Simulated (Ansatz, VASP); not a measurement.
## Two plane-wave programs on Cr

File INCAR:

```
SYSTEM = Cr
ALGO     = Normal         ! electronic algorithm
EDIFF    = 1E-7           ! SCF threshold, eV
ENCUT    = 520            ! plane-wave cutoff, eV
GGA      = PE             ! functional
ISIF     = 2              ! what is computed and relaxed
ISMEAR   = -1             ! smearing method
ISPIN    = 2              ! spin polarisation
LASPH    = .TRUE.         ! aspherical terms in the spheres
LCHARG   = .FALSE.        ! write CHGCAR
LMAXMIX  = 4              ! l up to which the mixer works
LORBIT   = 11             ! projections on sites
LREAL    = .FALSE.        ! projectors in reciprocal space
LWAVE    = .FALSE.        ! write WAVECAR
MAGMOM   = 3 3 3 -3       ! initial moments
NBANDS   = 36             ! bands
NELM     = 150            ! most SCF steps
PREC     = Accurate       ! precision mode
SIGMA    = 0.05           ! smearing width, eV
```

Contents of KPOINTS:

```
k-points
0
G
  10 10 5
  0 0 0
```

POSCAR

```
Cr
1.0
    2.9688993551      0.0000000000      0.0000000000
    0.0000000000      2.9688993551      0.0000000000
    0.0000000000      0.0000000000      5.9377987102
Cr
4
Direct
    0.0000000000      0.0000000000      0.0000000000
    0.0000000000      0.0000000000      0.5000000000
    0.5000000000      0.5000000000      0.2500000000
    0.5000000000      0.5000000000      0.7500000000
```

Input for Ansatz:

```yaml
crystal:
  lattice:
    - [2.9688993551, 0.0, 0.0]
    - [0.0, 2.9688993551, 0.0]
    - [0.0, 0.0, 5.9377987102]
  atoms:
    - { symbol: Cr, position: [0.0, 0.0, 0.0], spin: 3.0 }
    - { symbol: Cr, position: [0.0, 0.0, 0.5], spin: 3.0 }
    - { symbol: Cr, position: [0.5, 0.5, 0.25], spin: 3.0 }
    - { symbol: Cr, position: [0.5, 0.5, 0.75], spin: -3.0 }
magnetization:
  spin_polarized: true
kpoints:
  mp_grid: { grid: [10, 10, 5] }
scf:
  occupations: { method: fermi_dirac, width: 0.05 }
  lower_state_search: "off"
hamiltonian:
  xc: pbe
  pseudopotentials: { kind: paw }
output:
  forces: true
  stress: true
  eigenvalues: true
  populations: true
```

Alike in both runs: task single point; functional PBE; k mesh 10 × 10 × 5; occupations fermi-dirac, width 0.05 eV; collinear spin.

|  | VASP | Ansatz |
| --- | --- | --- |
| version | VASP 6.6.1 | Ansatz 0.2.0 |
| potentials or method | VASP PAW PBE potentials, release 64 (Cr_pv) | PAW with Ansatz's default frozen-core files, scalar-relativistic |
| plane-wave cutoff (eV) | 520 | 420 |
| valence electrons in the cell | 48 | 56 |

|  | VASP | Ansatz | Ansatz less VASP |
| --- | --- | --- | --- |
| pressure (GPa) | -13.1 | -13.4 | -0.24 |
| net moment per atom (μB) | 0.00 | 0.00 | 0.000 |
| size of the moment on the site where the two differ most (μB) | 1.82 | 1.71 | -0.115 |

Site moments also hang on the region over which each program counts them. The functional is the same, so the differences come from potentials, cutoffs and numerics. VASP's potentials hold 48 valence electrons a cell and Ansatz's 56, so a difference there can come from the potentials and not from the codes. Ansatz's warnings: seeded moment not kept.
